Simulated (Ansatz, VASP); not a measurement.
# HfO2: VASP beside Ansatz

```
Hf O
1.0
     3.57669    0.00000    0.00000
     0.00000    3.57669    0.00000
     0.00000    0.00000    5.30627
Hf O
2 4
Direct
  0.50000 0.50000 0.50000
  0.00000 0.00000 0.00000
  0.00000 0.50000 0.69025
  0.50000 0.00000 0.80975
  0.50000 0.00000 0.30975
  0.00000 0.50000 0.19025
```

Change from the starting cell: uniaxial_z strain +2.0%.

Alike in both runs: task single point; functional PBE; k mesh 8 × 8 × 6; occupations fermi-dirac, width 0.02 eV; no spin polarisation.

```csv
,VASP,Ansatz
version,VASP 6.6.1,Ansatz 0.2.0
potentials or method,"VASP PAW PBE potentials, release 64 (Hf_pv, O)","plane waves, PAW"
plane-wave cutoff (eV),520,420
valence electrons in the cell,44,76
```

Ansatz gave:

```
gap on the k mesh at the Fermi level (eV)                     : 4.74
pressure (GPa)                                                : 3.1
traceless stress, the component that is largest in VASP (GPa) : -2.97
rms of the force components (eV/Å)                            : 0.039
```

Question: What did VASP give for the same quantities?

Answer: gap on the k mesh at the Fermi level (eV): 4.72; pressure (GPa): -0.1; traceless stress, the component that is largest in VASP (GPa): -2.89; rms of the force components (eV/Å): 0.015.

Atom by atom the forces differ by 0.024 eV/Å (rms over components). VASP's potentials hold 44 valence electrons a cell and Ansatz's 76, so a difference there can come from the potentials and not from the codes.

Spin-orbit coupling is off throughout.
